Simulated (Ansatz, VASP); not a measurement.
# Zr2TeSe in VASP and in Ansatz

Contents of INCAR:

```
  PREC = Accurate
  ENCUT = 600
  EDIFF = 1E-6
  ISMEAR = 0
  SIGMA = 0.1
  LREAL = False
  LASPH = True
  NELM = 60
  ALGO = Normal
  ISIF = 3
  LWAVE = False
  LCHARG = False
  GGA = PE
  IBRION = 2
  NSW = 90
  EDIFFG = -0.04
```

The input KPOINTS:

```
regular mesh
0
Gamma
  6 6 4
```

POSCAR

```
Zr2TeSe
1.0
    4.9665450200      0.0000000000      0.0000000000
   -2.4832725100      4.3011541600      0.0000000000
    0.0000000000      0.0000000000      4.4229943100
Zr Te Se
2 1 1
Direct
    0.3333333300      0.6666666700      0.6612287100
    0.6666666700      0.3333333300      0.3387712900
    0.0000000000      0.0000000000      0.5000000000
    0.0000000000      0.0000000000      0.0000000000
```

Input for Ansatz:

```yaml
crystal:
  lattice:
    - [4.96654502, 0.0, 0.0]
    - [-2.48327251, 4.30115416, 0.0]
    - [0.0, 0.0, 4.42299431]
  atoms:
    - { symbol: Zr, position: [0.33333333, 0.66666667, 0.66122871] }
    - { symbol: Zr, position: [0.66666667, 0.33333333, 0.33877129] }
    - { symbol: Te, position: [0.0, 0.0, 0.5] }
    - { symbol: Se, position: [0.0, 0.0, 0.0] }
basis:
  ecutwfc: 420
kpoints:
  mp_grid: { grid: [6, 6, 4] }
hamiltonian:
  xc: pbe
scf:
  occupations: { method: gaussian, width: 0.1 }
  lower_state_search: "off"
output:
  forces: true
  stress: true
  eigenvalues: true
relax:
  adjacent_minimum: "off"
  f_tol: 0.04
  max_steps: 70
  cell: { stress_tol: 0.4 }
```

Alike in both runs: task relaxation of cell and atoms; functional PBE; k mesh 6 × 6 × 4; occupations gaussian, width 0.1 eV; no spin polarisation.

|  | VASP | Ansatz |
| --- | --- | --- |
| version | VASP 6.6.1 | Ansatz 0.2.0 |
| potentials or method | VASP PAW PBE potentials, release 64 (Zr_sv, Te, Se), cutoff 600 eV | scalar-relativistic, plane waves, PAW |
| valence electrons in the cell | 36 | 56 |

Ansatz gave:

* gap on the k mesh at the Fermi level, each at its own relaxed structure (eV): none
* relaxed volume (Å³/atom): 22.42
* relaxed length of the cell vector where the two differ most in proportion (Å): 7.732

Which values does VASP return?

gap on the k mesh at the Fermi level, each at its own relaxed structure (eV): none; relaxed volume (Å³/atom): 22.38; relaxed length of the cell vector where the two differ most in proportion (Å): 7.665.

A gap of «none» marks a metal or a gap that the smearing closes. VASP's potentials hold 36 valence electrons a cell and Ansatz's 56, so a difference there can come from the potentials and not from the codes.

Neither program's run includes spin-orbit coupling.
